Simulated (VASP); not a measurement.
# SiO2 (Imma) in VASP: a series of runs

SiO2 is run at these levels: r2SCAN; tasks: single point.

Program: VASP 6.6.1. These are calculated values, not measurements. Logs are shortened: lines on timing, memory, paths and dates and some standing lists are left out, and cuts for length are marked.

### 1 The cell of the first run

The structure is orthorhombic, space group Imma (No. 74). The conventional cell has a = 5.284 Å, b = 6.942 Å, c = 8.547 Å, α = 90.00°, β = 90.00°, γ = 90.00°. Within 2.1 Å of Si (site symmetry m) lie 4 O at 1.58 to 1.60 Å. O (site symmetry mm2) has 2 Si at 1.60 Å within 2.1 Å. O (site symmetry 2) has 2 Si at 1.59 Å within 2.1 Å. O (site symmetry 2/m) has 2 Si at 1.58 Å within 2.1 Å.

### 2 Single point, r2SCAN

File POSCAR:

```
SiO2
1.0
   -2.6422361047      3.4708055769      4.2732983636
    2.6422361047     -3.4708055769      4.2732983636
    2.6422361047      3.4708055769     -4.2732983636
Si O
4 8
Direct
    0.8454545115      0.8171007403      0.0283537712
    0.7112530309      0.1828992597      0.5283537712
    0.1545454885      0.1828992597      0.9716462288
    0.2887469691      0.8171007403      0.4716462288
    0.0173263586      0.7673263586      0.2500000000
    0.9826736414      0.2326736414      0.7500000000
    0.6805500726      0.5000000000      0.6805500726
    0.3194499274      0.0000000000      0.8194499274
    0.3194499274      0.5000000000      0.3194499274
    0.6805500726      0.0000000000      0.1805500726
    0.0000000000      0.0000000000      0.0000000000
    0.5000000000      0.0000000000      0.5000000000
```

File INCAR.step1:

```
SYSTEM = SiO2
PREC = Accurate ; ENCUT = 520
ISMEAR = 0 ; SIGMA = 0.02
LREAL = .FALSE. ; LASPH = .TRUE.
NELM = 80 ; NBANDS = 44
GGA = PE ; ALGO = Normal
EDIFF = 1E-4 ; LWAVE = .TRUE.
LCHARG = .FALSE.
```

File INCAR.step2:

```
SYSTEM = SiO2
PREC = Accurate ; ENCUT = 520
EDIFF = 1E-7 ; ISMEAR = 0
SIGMA = 0.02 ; LREAL = .FALSE.
LASPH = .TRUE. ; NELM = 80
ALGO = Normal ; ISIF = 2
LWAVE = .FALSE. ; LCHARG = .FALSE.
METAGGA = R2SCAN ; LMIXTAU = .TRUE.
NBANDS = 44 ; ISTART = 1
```

File KPOINTS:

```
regular mesh
0
G
  6 6 6
  0 0 0
```

Potentials or basis: VASP PAW PBE potentials, release 64 (Si, O).

Run with:

```sh
> cat potpaw_PBE.64/Si/POTCAR potpaw_PBE.64/O/POTCAR > POTCAR
> cp INCAR.step1 INCAR
> mpirun -np 1 vasp_std > vasp.out
> cp INCAR.step2 INCAR
> mpirun -np 1 vasp_std > vasp.out
```

OUTCAR:

```text
SYSTEM = SiO2
   PREC = Accurate
   ENCUT = 520
   EDIFF = 1E-7
   ISMEAR = 0
   LREAL = .FALSE.
   LASPH = .TRUE.
   NELM = 80
   ISIF = 2
   METAGGA = R2SCAN
   ISTART = 1

 ion  position               nearest neighbor table
   1  0.845  0.817  0.028-  11 1.58  10 1.59   7 1.59   5 1.60   2 2.88   2 2.88   4 3.08
   2  0.711  0.183  0.528-  12 1.58   7 1.59  10 1.59   6 1.60   1 2.88   1 2.88   3 3.08
   3  0.155  0.183  0.972-  11 1.58   9 1.59   8 1.59   6 1.60   4 2.88   4 2.88   2 3.08
   4  0.289  0.817  0.472-  12 1.58   9 1.59   8 1.59   5 1.60   3 2.88   3 2.88   1 3.08
   5  0.017  0.767  0.250-   1 1.60   4 1.60
   6  0.983  0.233  0.750-   3 1.60   2 1.60
   7  0.681  0.500  0.681-   2 1.59   1 1.59
   8  0.319  0.000  0.819-   3 1.59   4 1.59
   9  0.319  0.500  0.319-   4 1.59   3 1.59
  10  0.681  0.000  0.181-   1 1.59   2 1.59
  11  0.000  0.000  0.000-   1 1.58   3 1.58
  12  0.500  0.000  0.500-   2 1.58   4 1.58

  LATTYP: Found a body centered orthorhombic cell.
 ALAT       =     5.2844722094
 B/A-ratio  =     1.3135864621
 C/A-ratio  =     1.6173037512

  Lattice vectors:

 A1 = (  -2.6422361047,   3.4708055769,   4.2732983636)
 A2 = (   2.6422361047,  -3.4708055769,   4.2732983636)
 A3 = (   2.6422361047,   3.4708055769,  -4.2732983636)

Analysis of symmetry for initial positions (statically):
=====================================================================
 Subroutine PRICEL returns:
 Original cell was already a primitive cell.

 Routine SETGRP: Setting up the symmetry group for a
 body centered orthorhombic supercell.

 Subroutine GETGRP returns: Found  8 space group operations
 (whereof  4 operations were pure point group operations)
 out of a pool of  8 trial point group operations.

The static configuration has the point symmetry C_2h.
 The point group associated with its full space group is D_2h.

Analysis of symmetry for dynamics (positions and initial velocities):
=====================================================================
 Subroutine PRICEL returns:
 Original cell was already a primitive cell.

 Routine SETGRP: Setting up the symmetry group for a
 body centered orthorhombic supercell.

 Subroutine GETGRP returns: Found  8 space group operations
 (whereof  4 operations were pure point group operations)
 out of a pool of  8 trial point group operations.

The dynamic configuration has the point symmetry C_2h.
 The point group associated with its full space group is D_2h.

 Subroutine INISYM returns: Found  8 space group operations
 (whereof  4 operations are pure point group operations),
 and found     1 'primitive' translations

----------------------------------------------------------------------------------------

                                     Primitive cell

  volume of cell :     156.7563

  direct lattice vectors                    reciprocal lattice vectors
    -2.642236105  3.470805577  4.273298364     0.000000000  0.144058775  0.117005638
     2.642236105 -3.470805577  4.273298364     0.189233657  0.000000000  0.117005638
     2.642236105  3.470805577 -4.273298364     0.189233657  0.144058775  0.000000000

  length of vectors
     6.106470494  6.106470494  6.106470494     0.185588927  0.222485272  0.237828315

  position of ions in fractional coordinates (direct lattice)
     0.845454512  0.817100740  0.028353771
     0.711253031  0.182899260  0.528353771
     0.154545488  0.182899260  0.971646229
     0.288746969  0.817100740  0.471646229
     0.017326359  0.767326359  0.250000000
     0.982673641  0.232673641  0.750000000
     0.680550073  0.500000000  0.680550073
     0.319449927  0.000000000  0.819449927
     0.319449927  0.500000000  0.319449927
     0.680550073  0.000000000  0.180550073
     0.000000000  0.000000000  0.000000000
     0.500000000  0.000000000  0.500000000

  ion indices of the primitive-cell ions
   primitive index   ion index
                 1           1
                 2           2
                 3           3
                 4           4
                 5           5
                 6           6
                 7           7
                 8           8
                 9           9
                10          10
                11          11
                12          12

----------------------------------------------------------------------------------------

 KPOINTS: regular mesh

Automatic generation of k-mesh.
 Grid dimensions read from file:
 generate k-points for:    6    6    6

 Generating k-lattice:

  Cartesian coordinates                     Fractional coordinates (reciprocal lattice)
     0.000000000  0.024009796  0.019500940     0.166666667  0.000000000  0.000000000
     0.031538943  0.000000000  0.019500940     0.000000000  0.166666667  0.000000000
     0.031538943  0.024009796  0.000000000     0.000000000  0.000000000  0.166666667

  Length of vectors
     0.030931488  0.037080879  0.039638053

  Shift w.r.t. Gamma in fractional coordinates (k-lattice)
     0.000000000  0.000000000  0.000000000

 Subroutine IBZKPT returns following result:
 ===========================================

 Found     46 irreducible k-points:

 Following reciprocal coordinates:
            Coordinates               Weight
  0.000000  0.000000  0.000000      1.000000
  0.166667  0.000000 -0.000000      4.000000
  0.333333  0.000000 -0.000000      4.000000
  0.500000  0.000000  0.000000      2.000000
 -0.000000  0.166667  0.000000      4.000000
  0.166667  0.166667 -0.000000      8.000000
[... 16 lines left out ...]
 -0.166667  0.166667  0.166667      2.000000
  0.166667  0.333333  0.166667      4.000000
 [... further k-points ...]
   k-points           NKPTS =     46   k-points in BZ     NKDIM =     46   number of bands    NBANDS=     44
   number of dos      NEDOS =    301   number of ions     NIONS =     12
   total plane-waves  NPLWV = 110592
   dimension x,y,z NGX =    48 NGY =   48 NGZ =   48
   dimension x,y,z NGXF=    96 NGYF=   96 NGZF=   96
   ions per type =               4   8
   NGX,Y,Z   is equivalent  to a cutoff of  13.07, 13.07, 13.07 a.u.
   NGXF,Y,Z  is equivalent  to a cutoff of  26.14, 26.14, 26.14 a.u.
 SYSTEM =  SiO2
   PREC   = accura    normal or accurate (medium, high low for compatibility)
   ISTART =      1    job   : 0-new  1-cont  2-samecut
   ICHARG =      0    charge: 1-file 2-atom 10-const
   ISPIN  =      1    spin polarized calculation?
   LNONCOLLINEAR =      F non collinear calculations
   LSORBIT =      F    spin-orbit coupling
   LASPH  =      T    aspherical Exc in radial PAW
   ENCUT  =  520.0 eV  38.22 Ry    6.18 a.u.  11.35 11.35 11.35*2*pi/ulx,y,z
   NELM   =     80;   NELMIN=  2; NELMDL=  0     # of ELM steps
   EDIFF  = 0.1E-06   stopping-criterion for ELM
   LREAL  =      F    real-space projection
   EDIFFG = 0.1E-05   stopping-criterion for IOM
   NSW    =      0    number of steps for IOM
   IBRION =     -1    ionic relax: 0-MD 1-quasi-New 2-CG
   NFREE  =      0    steps in history (QN), initial steepest desc. (CG)
   ISIF   =      2    stress and relaxation
   ISYM   =      2    0-nonsym 1-usesym 2-fastsym
   POTIM  = 0.5000    time-step for ionic-motion
   TEBEG  =    0.0;   TEEND  =   0.0 temperature during run
   PSTRESS=    0.0 pullay stress
   NELECT =      64.0000    total number of electrons
   NUPDOWN=      -1.0000    fix difference up-down
   EMIN   =  10.00;   EMAX   =-10.00  energy-range for DOS
   EFERMI =   0.00;   METHOD = LEGACY
   ISMEAR =     0;   SIGMA  =   0.02  broadening in eV -4-tet -1-fermi 0-gaus
   EFERMI_NEDOS =   21; number of points for ismear=-14 and -15
   IALGO  =     38    algorithm
   IMIX   =      4    mixing-type and parameters
     AMIX     =   0.40;   BMIX     =  1.00
     AMIX_MAG =   1.60;   BMIX_MAG =  1.00
  volume/ion in A,a.u.               =      13.06        88.15
  Fermi-wavevector in a.u.,A,eV,Ry     =   1.214488  2.295049 20.068326  1.474980
  Thomas-Fermi vector in A             =   2.349906
   LORBIT       =      0    0 simple, 1 ext, 2 COOP (PROOUT), +10 PAW based schemes
   METAGGA = R2SCAN    functional components
   LHFCALC =     F    Hartree Fock is set to
   AEXX    =    0.0000 exact exchange contribution
   IVDW    =     0    specifies the selected vdW correction
   LEPSILON=     F    determine dielectric tensor
   LRPA    =     F    only Hartree local field effects (RPA)
 non-spin polarized calculation
 Gauss-broadening in eV      SIGMA  =   0.02
  energy-cutoff  :      520.00
  volume of cell :      156.76
 maximum number of plane-waves:      4244
 NGX is ok and might be reduce to    48
   NGX = 23   NGY = 23   NGZ = 23

 number of electron      64.0000008 magnetization

 Free energy of the ion-electron system (eV)
  ---------------------------------------------------
  ext. energy  EPLUGINS =         0.00000000
  ---------------------------------------------------
  free energy    TOTEN  =      -117.83957632 eV

  energy without entropy =     -117.83957632  energy(sigma->0) =     -117.83957632

 E-fermi :   0.8096     XC(G=0):  -9.2637

 val. band max:        0.6855662126   @ k =   0.5000   0.5000   0.5000
 cond. band min:       6.8656674522   @ k =   0.0000   0.0000   0.0000
 fundamental gap:      6.1801012397
 Fermi energy:         0.8096087361

 k-point     1 :       0.0000    0.0000    0.0000
  band No.  band energies     occupation
      1     -20.4054      2.00000
      2     -19.1186      2.00000
      3     -18.7458      2.00000
      4     -18.4187      2.00000
      5     -18.3039      2.00000
      6     -18.2621      2.00000
[... 36 lines left out ...]
     43      12.7867      0.00000
     44      13.2497      0.00000
[... 1040 lines left out ...]
      4     -18.8544      2.00000
      5     -18.1651      2.00000
      6     -18.1150      2.00000
[... 36 lines left out ...]
     43      13.4494      0.00000
     44      13.4828      0.00000

 [... further k-points ...]

------------------------ aborting loop because EDIFF is reached ----------------------------------------

  FORCE on cell =-STRESS in cart. coord.  units (eV):
  Direction    XX          YY          ZZ          XY          YZ          ZX
  --------------------------------------------------------------------------------------
  -------------------------------------------------------------------------------------
  Total       12.2339567     11.9251393     11.9121365      0.0000000     -0.0000000      0.0000000
  in kB      125.0409902    121.8846250    121.7517258      0.0000000     -0.0000000      0.0000000
  external PRESSURE =     122.8924470 kB  Pullay stress =       0.0000000 kB

 VOLUME and BASIS-vectors are now :
 -----------------------------------------------------------------------------
  energy-cutoff  :      520.00
  volume of cell :      156.76
      direct lattice vectors                 reciprocal lattice vectors
    -2.642236105  3.470805577  4.273298364     0.000000000  0.144058775  0.117005638
     2.642236105 -3.470805577  4.273298364     0.189233657  0.000000000  0.117005638
     2.642236105  3.470805577 -4.273298364     0.189233657  0.144058775  0.000000000

 POSITION                                       TOTAL-FORCE (eV/Angst)
 -----------------------------------------------------------------------------------
      0.00000      0.19682      6.98343         0.000000     -0.056015      0.020756
      0.00000      3.66763      1.56317        -0.000000     -0.056015     -0.020756
      2.64224      3.27398     -2.71013        -0.000000      0.056015     -0.020756
      2.64224     -0.19682      2.71013         0.000000      0.056015      0.020756
      2.64224     -1.73540      2.28473         0.000000      0.000000     -0.001748
     -0.00000      5.20621      1.98857         0.000000      0.000000      0.001748
      1.32112      2.98871      2.13665         0.000000      0.000719     -0.000000
      1.32112      3.95290     -2.13665         0.000000     -0.000719     -0.000000
      1.32112      0.48209      2.13665         0.000000     -0.000719     -0.000000
     -1.32112      2.98871      2.13665         0.000000      0.000719     -0.000000
      0.00000      0.00000      0.00000         0.000000      0.000000     -0.000000
      0.00000      3.47081      0.00000         0.000000      0.000000     -0.000000
 -----------------------------------------------------------------------------------
    total drift:                                0.000000      0.000000     -0.000000

  FREE ENERGIE OF THE ION-ELECTRON SYSTEM (eV)
  ---------------------------------------------------
  free  energy   TOTEN  =      -117.8395763234 eV

  energy  without entropy=     -117.8395763234  energy(sigma->0) =     -117.83957632
```

Run time: 14 min. Hardware: 1 thread of Intel Xeon Platinum 8559C (Emerald Rapids), shared host; peak memory 0.47 GiB.

Results:

```yaml
Free_energy: -117.8396 eV
Pressure: 12.3 GPa
Largest_force: 0.060 eV/Å
Band_gap_on_the_k_mesh: 6.18 eV, indirect (least direct gap 6.22 eV)
```

Forces on the atoms (eV/Å):
```
Si   0.000 -0.056  0.021
Si   0.000 -0.056 -0.021
Si   0.000  0.056 -0.021
Si   0.000  0.056  0.021
O    0.000  0.000 -0.002
O    0.000  0.000  0.002
O    0.000  0.001  0.000
O    0.000 -0.001  0.000
O    0.000 -0.001  0.000
O    0.000  0.001  0.000
O    0.000  0.000  0.000
O    0.000  0.000  0.000
```

Levels at points of the mesh, in eV from the valence-band top:
| k point | band 29 | band 30 | band 31 | band 32 | band 33 | band 34 | band 35 | band 36 |
| --- | --- | --- | --- | --- | --- | --- | --- | --- |
| (0.00, 0.00, 0.00) | -0.94 | -0.77 | -0.70 | -0.04 | 6.18 | 9.02 | 9.66 | 10.38 |
| (0.50, 0.00, 0.00) | -0.73 | -0.65 | -0.37 | -0.19 | 7.80 | 8.12 | 9.94 | 10.32 |
| (0.00, 0.50, 0.00) | -1.19 | -1.12 | -0.57 | -0.50 | 8.50 | 8.71 | 9.85 | 10.00 |
| (0.50, 0.50, 0.00) | -0.82 | -0.82 | -0.52 | -0.52 | 8.80 | 8.80 | 9.79 | 9.79 |
| (0.50, 0.50, 0.50) | -1.02 | -0.98 | -0.61 | 0.00 | 8.72 | 8.94 | 9.16 | 9.44 |

Caveat: the PAW data sets were made with another functional, which shifts forces and pressure a little.

[end of part 1 of 2]
